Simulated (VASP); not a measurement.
# H6C2O in VASP: a series of runs, part 2 of 2

VASP 6.6.1.

## (3) Single point, PBE+D3(BJ)

Contents of INCAR:

```
ALGO = Normal
EDIFF = 1E-6
ENCUT = 520
GGA = PE
GGA_COMPAT = F
ISIF = 2
ISMEAR = -1
IVDW = 12
LASPH = T
LCHARG = T
LELF = T
LREAL = Auto
LVHAR = T
LWAVE = F
NBANDS = 64
NELM = 120
PREC = Accurate
SIGMA = 0.05
```

Contents of KPOINTS:

```
k-points
0
Gamma
  1 1 1
```

Contents of POSCAR:

```
H6C2O
1.0
    7.5290720000      0.0000000000      0.0000000000
    0.0000000000      7.5290720000      0.0000000000
    0.0000000000      0.0000000000      7.5290720000
C O H
8 4 24
Direct
    0.1179428222      0.2470423978      0.3880557923
    0.2536169132      0.2574686495      0.2500440957
    0.6406898486      0.3558605895      0.6859411093
    0.4913354528      0.3058677085      0.8115741223
    0.3949756358      0.7600272650      0.0641380505
    0.4927698925      0.7939225445      0.2403217820
    0.9211892249     -0.0925744899      0.9547657401
    0.8068192202      0.1029874598      0.9263027369
    0.1767415692      0.3146071654      0.0754940317
    0.3363628346      0.2320339080      0.7440624821
    0.4094528516      0.6857817272      0.3758232090
    0.7297844940      0.1567258223      1.0910375143
    0.0615613717      0.3597123258      0.1225649057
    0.3660344861      0.3309438401      0.3034105664
    0.3197206774      0.1278112362      0.2139174655
    0.1323005013      0.3489673096      0.4915612442
   -0.0282106480      0.2271196238      0.3406927175
    0.1501645887      0.1209046746      0.4585160030
    0.2572030125      0.2703653252      0.8385894038
    0.5080705829      0.2214217104      0.9365297609
    0.4366407972      0.4269052016      0.8757520183
    0.5514623847      0.4358571681      0.5900461571
    0.7388028697      0.4548502126      0.7469844889
    0.7035661234      0.2524348286      0.6143519414
    0.4595121417      0.5813067002      0.3748403522
    0.6370904675      0.7759389205      0.2049123717
    0.4564440345      0.9139771807      0.2888802232
    0.3324845346      0.8698415954     -0.0039048637
    0.4867930603      0.7001526881     -0.0262980617
    0.2970884061      0.6550608096      0.1198819722
    0.6955970138      0.0638060042      1.1654955617
    0.9017313156      0.1984706747      0.9115731660
    0.7242592447      0.1108901602      0.8004704962
    0.9754057339     -0.1472027363      0.8177767459
    1.0458925084     -0.0494748888      1.0178943700
    0.8378323384     -0.1765689052      1.0253454875
```

Potentials or basis: VASP PAW PBE potentials, release 64 (C, O, H).

The run is started by

```sh
cat potpaw_PBE.64/C/POTCAR potpaw_PBE.64/O/POTCAR potpaw_PBE.64/H/POTCAR > POTCAR
mpirun -np 1 vasp_gam > vasp.out
```

OUTCAR:

```text
EDIFF = 1E-6
   ENCUT = 520
   GGA = PE
   ISIF = 2
   ISMEAR = -1
   IVDW = 12
   LASPH = T
   LREAL = Auto
   NELM = 120
   PREC = Accurate
 IVDW          = 12

 ion  position               nearest neighbor table
   1  0.118  0.247  0.388-  16 1.10  18 1.11  17 1.17   2 1.46
   2  0.254  0.257  0.250-  14 1.09  15 1.13   1 1.46   9 1.50
   3  0.641  0.356  0.686-  24 1.06  23 1.15  22 1.16   4 1.52
   4  0.491  0.306  0.812-  21 1.11  20 1.14  10 1.39   3 1.52
   5  0.395  0.760  0.064-  29 1.07  28 1.08  30 1.16   6 1.54
   6  0.493  0.794  0.240-  27 1.01  26 1.13  11 1.45   5 1.54
   7  0.921  0.907  0.955-  36 1.04  35 1.10  34 1.18   8 1.72
   8  0.807  0.103  0.926-  32 1.02  33 1.13  12 1.43   7 1.72
   9  0.177  0.315  0.075-  13 1.00   2 1.50
  10  0.336  0.232  0.744-  19 0.97   4 1.39
  11  0.409  0.686  0.376-  25 0.87   6 1.45
  12  0.730  0.157  0.091-  31 0.93   8 1.43
  13  0.062  0.360  0.123-   9 1.00
  14  0.366  0.331  0.303-   2 1.09
  15  0.320  0.128  0.214-   2 1.13
  16  0.132  0.349  0.492-   1 1.10
  17  0.972  0.227  0.341-   1 1.17
[... 17 lines left out ...]
  35  0.046  0.951  0.018-   7 1.10
  36  0.838  0.823  0.025-   7 1.04

  LATTYP: Found a simple cubic cell.
 ALAT       =     7.5290720000

  Lattice vectors:

 A1 = (   7.5290720000,   0.0000000000,   0.0000000000)
 A2 = (   0.0000000000,   7.5290720000,   0.0000000000)
 A3 = (   0.0000000000,   0.0000000000,   7.5290720000)

Analysis of symmetry for initial positions (statically):
=====================================================================
 Subroutine PRICEL returns:
 Original cell was already a primitive cell.

 Routine SETGRP: Setting up the symmetry group for a
 simple cubic supercell.

 Subroutine GETGRP returns: Found  1 space group operations
 (whereof  1 operations were pure point group operations)
 out of a pool of 48 trial point group operations.

The static configuration has the point symmetry C_1 .

Analysis of symmetry for dynamics (positions and initial velocities):
[... 180 lines left out ...]
   GGA     = PE    functional components
   LHFCALC =     F    Hartree Fock is set to
   AEXX    =    0.0000 exact exchange contribution
   IVDW    =    12    specifies the selected vdW correction
   LEPSILON=     F    determine dielectric tensor
   LRPA    =     F    only Hartree local field effects (RPA)
 non-spin polarized calculation
  energy-cutoff  :      520.00
  volume of cell :      426.80
 maximum number of plane-waves:      5730
 NGX is ok and might be reduce to    54
   NGX = 27   NGY = 27   NGZ = 27

 number of electron      79.9999990 magnetization

 Free energy of the ion-electron system (eV)
  ---------------------------------------------------
  ext. energy  EPLUGINS =         0.00000000
  ---------------------------------------------------
  free energy    TOTEN  =      -183.71853703 eV

  energy without entropy =     -183.71853703  energy(sigma->0) =     -183.71853703

 E-fermi :  -1.1169     XC(G=0):  -6.0416

 val. band max:       -2.3412355145   @ k =   0.0000   0.0000   0.0000
 cond. band min:       1.5210988584   @ k =   0.0000   0.0000   0.0000
 fundamental gap:      3.8623343729
 Fermi energy:        -1.1168869808

 k-point     1 :       0.0000    0.0000    0.0000
  band No.  band energies     occupation
      1     -23.3035      2.00000
      2     -23.0280      2.00000
      3     -22.7213      2.00000
      4     -22.4868      2.00000
      5     -16.0234      2.00000
      6     -15.9350      2.00000
[... 44 lines left out ...]
     51       4.7267      0.00000
     52       4.7935      0.00000
 [bands above 52 left out]

------------------------ aborting loop because EDIFF is reached ----------------------------------------

 Edisp (eV)   -1.26538

 E8    (eV) :    -0.2834

  FORCE on cell =-STRESS in cart. coord.  units (eV):
  Direction    XX          YY          ZZ          XY          YZ          ZX
  --------------------------------------------------------------------------------------
  -------------------------------------------------------------------------------------
  Total       1.12246    10.50784    -0.07789     1.25178    -0.32344     1.60538
  in kB       4.21363    39.44571    -0.29240     4.69909    -1.21418     6.02647
  external pressure =       14.46 kB  Pullay stress =        0.00 kB

 VOLUME and BASIS-vectors are now :
 -----------------------------------------------------------------------------
  energy-cutoff  :      520.00
  volume of cell :      426.80
      direct lattice vectors                 reciprocal lattice vectors
     7.529072000  0.000000000  0.000000000     0.132818493  0.000000000  0.000000000
     0.000000000  7.529072000  0.000000000     0.000000000  0.132818493  0.000000000
     0.000000000  0.000000000  7.529072000     0.000000000  0.000000000  0.132818493

 POSITION                                       TOTAL-FORCE (eV/Angst)
 -----------------------------------------------------------------------------------
      0.88800      1.86000      2.92170        -2.025194     -1.670309      1.510470
      1.90950      1.93850      1.88260         1.063558     -1.366213     -2.433205
      4.82380      2.67930      5.16450        -2.128448      2.816253     -0.122502
      3.69930      2.30290      6.11040         0.081360      0.488778      3.754755
      2.97380      5.72230      0.48290        -0.794254     -1.669742      1.491295
      3.71010      5.97750      1.80940        -0.273601     -2.146204     -1.697904
[... 28 lines left out ...]
      0.34553      7.15657      0.13473        -0.442651     -0.350180      0.564423
      6.30810      6.19967      0.19083        -0.890020     -1.634305      1.015941
 -----------------------------------------------------------------------------------
    total drift:                               -0.001906     -0.009298      0.002556

  FREE ENERGIE OF THE ION-ELECTRON SYSTEM (eV)
  ---------------------------------------------------
  free  energy   TOTEN  =      -184.9839203109 eV

  energy  without entropy=     -184.9839203108  energy(sigma->0) =     -184.98392031
```

Wall time 34 s (1 thread of Intel Xeon 6975P-C (Granite Rapids), shared host); peak memory 0.37 GiB.

Results:

```
Free energy                : -184.9839 eV
Pressure                   : 1.4 GPa
Largest force              : 7.266 eV/Å
Band gap on the k mesh     : 3.86 eV
Dispersion energy per atom : -0.035 eV
```

Forces in eV/Å, atoms in the order of the input:
```
C   -2.025 -1.670  1.510
C    1.064 -1.366 -2.433
C   -2.128  2.816 -0.123
C    0.081  0.489  3.755
C   -0.794 -1.670  1.491
C   -0.274 -2.146 -1.698
C    1.111  3.802 -3.631
C    0.302 -4.141  0.292
O   -0.380  0.817  1.882
O   -1.311 -0.775 -2.169
O   -1.824  6.001  0.229
O    0.244  1.767 -0.968
H    0.657 -0.116 -1.013
H    0.274  0.961 -0.523
H   -0.683  0.443  0.322
H   -0.344  0.123 -0.292
H    1.637  0.432  0.298
H   -0.417  0.367  0.171
H   -0.869 -0.459 -0.015
H    1.318  0.685 -1.133
H    1.053  0.552 -0.182
H    1.355 -0.460  0.290
H   -0.861 -1.117 -0.487
H    0.609 -0.838 -0.636
H    2.984 -6.625  0.042
H   -0.500 -0.041  1.283
H    0.004  3.488  0.951
H   -0.329  0.492  0.094
H    0.274 -0.596 -0.791
H    0.500  1.115 -1.591
H   -0.604 -1.908  0.929
H    2.358  1.948 -0.801
H    0.127 -0.881  1.648
H   -1.276  0.493  1.717
H   -0.443 -0.350  0.564
H   -0.890 -1.634  1.016
```

Caveat: the k points lie up to 0.83 Å⁻¹ apart.

## (4) Single point, PBE+D3(BJ)

Contents of INCAR:

```
PREC = Accurate
ENCUT = 520
EDIFF = 1E-6
ISMEAR = -1
SIGMA = 0.05
LREAL = Auto
LASPH = T
NELM = 120
ALGO = Normal
ISIF = 2
LWAVE = F
LCHARG = F
GGA = PE
IVDW = 12
NBANDS = 64
GGA_COMPAT = F
```

Contents of KPOINTS:

```
regular mesh
0
Gamma
  1 1 1
```

Contents of POSCAR:

```
H6C2O
1.0
    7.5290720000      0.0000000000      0.0000000000
    0.0000000000      7.5290720000      0.0000000000
    0.0000000000      0.0000000000      7.5290720000
C O H
8 4 24
Direct
    0.1169732472      0.2138377744      0.3756239813
    0.2578272595      0.2709364448      0.2507480338
    0.5925564266      0.3540409761      0.6537591884
    0.4473858133      0.3514111699      0.7917443212
    0.3836595001      0.8138453185      0.1209578020
    0.4459779373      0.7440624821      0.2915233112
    0.9576744651     -0.1636323839      0.9781816404
    0.8712096258      0.0203079476      0.8860587334
    0.2060014833      0.3898089964      0.0906884673
    0.3327501716      0.2160558433      0.7446734471
    0.2942328085      0.7495213221      0.4204369410
    0.8775317861      0.1400172558      1.0161146022
    0.0860531019      0.4233855115      0.1123511636
    0.3608147193      0.3401215980      0.3109413750
    0.3301602110      0.1632206466      0.2031990131
   -0.0119669463      0.2687582215      0.3460984302
    0.0849772721      0.0710446121      0.4016298423
    0.1454495322      0.2534309673      0.5180983792
    0.2572295762      0.2145417124      0.8418965843
    0.5393626200      0.3007143510      0.9095808886
    0.3968749402      0.4836718257      0.8346446946
    0.5400001488      0.4330148523      0.5346209998
    0.7413397030      0.3698463768      0.6792603391
    0.5712656221      0.2268938323      0.6070336424
    0.1974346905      0.7677041739      0.3549839874
    0.4885329826      0.6069008239      0.2935687160
    0.5411158241      0.8244973617      0.3833008902
    0.2859449345      0.9123700769      0.1454362503
    0.4581042657      0.8840531741      0.0222205340
    0.2858519616      0.7177112930      0.0419839258
    0.7709582270      0.2188981590      1.0268064909
    0.9331827349      0.0726118704      0.7599608557
    0.7382848776     -0.0122724288      0.8315101781
    1.0435150574     -0.2539091139      0.8760973464
    1.0285596950     -0.1406680664      1.1010785924
    0.8600395905     -0.2603375290      0.9964973107
```

The run is started by

```sh
cat potpaw_PBE.64/C/POTCAR potpaw_PBE.64/O/POTCAR potpaw_PBE.64/H/POTCAR > POTCAR
mpirun -np 1 vasp_gam > vasp.out
```

Run time: 35 s. Hardware: 1 thread of Intel Xeon 6975P-C (Granite Rapids), shared host; peak memory 0.37 GiB.

It converged, with:

```
Free energy                : -185.0005 eV
Pressure                   : 1.3 GPa
Largest force              : 5.447 eV/Å
Band gap on the k mesh     : 4.48 eV
Dispersion energy per atom : -0.034 eV
```

Forces in eV/Å, atoms in the order of the input:
```
C   -1.053 -0.370  2.565
C   -1.167  1.170 -1.756
C   -0.082  2.325 -2.038
C    4.205  0.443  2.426
C   -2.384 -1.201 -2.156
C    0.154  0.866  3.534
C    1.270  0.359 -4.198
C    0.645 -3.706 -1.910
O    1.243 -1.701  1.430
O    0.353  0.175 -1.594
O    4.532 -1.181  2.399
O   -1.178  3.438  2.858
H   -1.098  0.143  0.167
H    1.213  1.641  1.375
H    0.616 -1.835 -1.489
H   -0.593  0.480 -0.318
H    0.623  0.259 -0.972
H    0.055  0.203 -1.045
H   -2.348 -0.418  2.124
H   -1.400  0.597 -0.257
H   -0.364 -0.656 -0.390
H    1.029 -0.113  0.873
H   -1.591  0.371  0.197
H    0.491 -2.604 -1.136
H   -4.569  0.699 -2.882
H    0.406 -0.480 -0.408
H   -0.288 -0.603 -1.909
H   -0.787  1.274  0.736
H    1.426 -0.132 -0.405
H    1.931  0.653  1.146
H    0.841 -0.873 -0.412
H    0.644 -0.600  0.591
H   -0.227 -0.148  0.642
H   -0.701  1.978  1.443
H    0.133  0.432  0.013
H   -1.980 -0.885  0.756
```

Stress tensor (GPa, compression positive):
```
 2.85  1.28 -1.67
 1.28  0.70  2.25
-1.67  2.25  0.22
```

Levels at points of the mesh, in eV from the valence-band top:
| k point | band 36 | band 37 | band 38 | band 39 | band 40 | band 41 | band 42 | band 43 | band 44 | band 45 |
| --- | --- | --- | --- | --- | --- | --- | --- | --- | --- | --- |
| (0.00, 0.00, 0.00) | -1.45 | -0.43 | -0.21 | -0.15 | 0.00 | 4.48 | 5.57 | 5.85 | 6.02 | 6.56 |

Caveat: the k points lie up to 0.83 Å⁻¹ apart.
